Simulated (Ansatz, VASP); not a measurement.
## Two plane-wave programs on Rh

```xyz
1
Lattice="0.0000 1.9182 1.9182 1.9016 0.0166 1.9016 1.9016 1.9016 0.0166" Properties=species:S:1:pos:R:3 pbc="T T T"
Rh    0.0000    0.0000    0.0000
```

Change from the starting cell: strain +0.0175 x Voigt [0, 0, 0, 1, 0, 0], atoms carried along.

Alike in both runs: task single point; functional r2SCAN; k mesh 22 × 22 × 22; occupations gaussian, width 0.15 eV; no spin polarisation.

|  | VASP | Ansatz |
| --- | --- | --- |
| version | VASP 6.6.1 | Ansatz 0.2.0 |
| potentials or method | VASP PAW PBE potentials, release 64 (Rh_pv), cutoff 520 eV | scalar-relativistic, plane waves, PAW |
| valence electrons in the cell | 15 | 17 |

VASP gave:

- gap on the k mesh at the Fermi level (eV): none
- pressure (GPa): 0.8
- traceless stress, the component that is largest in VASP (GPa): -3.52

Question: Which values does Ansatz return?

Answer: gap on the k mesh at the Fermi level (eV): none; pressure (GPa): -0.5; traceless stress, the component that is largest in VASP (GPa): -3.47.

VASP's potentials were made for PBE, not for r2SCAN. A gap of «none» marks a metal or a gap that the smearing closes. VASP's potentials hold 15 valence electrons a cell and Ansatz's 17, so a difference there can come from the potentials and not from the codes.
